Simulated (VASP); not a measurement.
Input of a VASP 6.6.1 run:

File INCAR:

```
  PREC = Accurate
  ENCUT = 520
  EDIFF = 1E-6
  ISMEAR = 0
  SIGMA = 0.1
  LREAL = F
  LASPH = T
  NELM = 80
  ALGO = Normal
  ISIF = 2
  LWAVE = F
  LCHARG = F
  GGA = PE
  NBANDS = 18
```

KPOINTS

```
Automatic mesh
0
Gamma
  14 14 16
```

POSCAR

```
Cu
1.0
    2.8920406067      0.0000000000      0.0000000000
    0.0000000000      2.8920406067      0.0000000000
    0.0000000000      0.0000000000      2.7039285802
Cu
2
Direct
    0.0000000000      0.0000000000      0.0000000000
    0.5000000000      0.5000000000      0.5000000000
```

Potentials or basis: VASP PAW PBE potentials, release 64 (Cu).

Run with:

```sh
$ cat potpaw_PBE.64/Cu/POTCAR > POTCAR
$ mpirun -np 1 vasp_std > vasp.out
```

**Question.** Predict the band gap on the k mesh.

**Answer.** Zero (band 11 reaches 14.51 eV, above the bottom of band 12 at 6.63 eV).

**Question.** Predict the pressure.

**Answer.** 10.4 GPa.

Stress tensor (GPa, compression positive):
```
10.24  0.00  0.00
 0.00 10.24  0.00
 0.00  0.00 10.63
```

Caveat: the cell differs from its parent crystal (equal strain along all axes, cell held: -2.0 %).
